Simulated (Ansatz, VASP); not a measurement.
One calculation of Se, two programs

INCAR

```
SYSTEM = Se
ALGO = Normal
EDIFF = 1E-6
ENCUT = 520
GGA = PS
ISIF = 2
ISMEAR = -1
LASPH = .TRUE.
LCHARG = .FALSE.
LREAL = .FALSE.
LWAVE = .FALSE.
NBANDS = 13
NELM = 60
PREC = Accurate
SIGMA = 0.1
```

KPOINTS

```
k-points
0
G
  12 12 9
  0 0 0
```

File POSCAR:

```
Se
1.0
    3.6976899857      0.0000000000      0.0000000000
   -1.8488449929      3.2022934629      0.0000000000
    0.0000000000      0.0000000000      3.9769271911
Se
2
Direct
    0.3333333333      0.6666666667      0.2500000000
    0.6666666667      0.3333333333      0.7500000000
```

Input for Ansatz:

```yaml
crystal:
  lattice:
    - [3.6976899857, 0.0, 0.0]
    - [-1.8488449929, 3.2022934629, 0.0]
    - [0.0, 0.0, 3.9769271911]
  atoms:
    - { symbol: Se, position: [0.3333333333, 0.6666666667, 0.25] }
    - { symbol: Se, position: [0.6666666667, 0.3333333333, 0.75] }
hamiltonian:
  xc: pbesol
  pseudopotentials:
    kind: paw
    azcp:
      Se: "pseudopotentials/Se.paw.azcp"
basis:
  ecutwfc: 420
  fft_grid_basis: typed
kpoints:
  mp_grid: { grid: [12, 12, 9], shift: [0, 0, 0] }
magnetization:
  spin_polarized: false
scf:
  occupations: { method: fermi_dirac, width: 0.1 }
  lower_state_search: "off"
output:
  stress: true
```

Alike in both runs: task single point; functional PBEsol; k mesh 12 × 12 × 9; occupations fermi-dirac, width 0.1 eV; no spin polarisation.

|  | VASP | Ansatz |
| --- | --- | --- |
| version | VASP 6.6.1 | Ansatz 0.2.0 |
| potentials or method | VASP PAW PBE potentials, release 64 (Se), cutoff 520 eV | plane waves (420 eV) with PAW, scalar-relativistic |
| valence electrons in the cell | 12 | 32 |

Ansatz gave:

| Quantity | Value |
| --- | --- |
| pressure (GPa) | -7.0 |
| traceless stress, the component that is largest in VASP (GPa) | -2.88 |

Task: What did VASP give for the same quantities?

Result: Pressure (GPa): -6.9; traceless stress, the component that is largest in VASP (GPa): -2.87.

VASP's potentials were made for PBE, not for PBEsol, and Ansatz warns of the same on its side. VASP's potentials hold 12 valence electrons a cell and Ansatz's 32, so a difference there can come from the potentials and not from the codes.
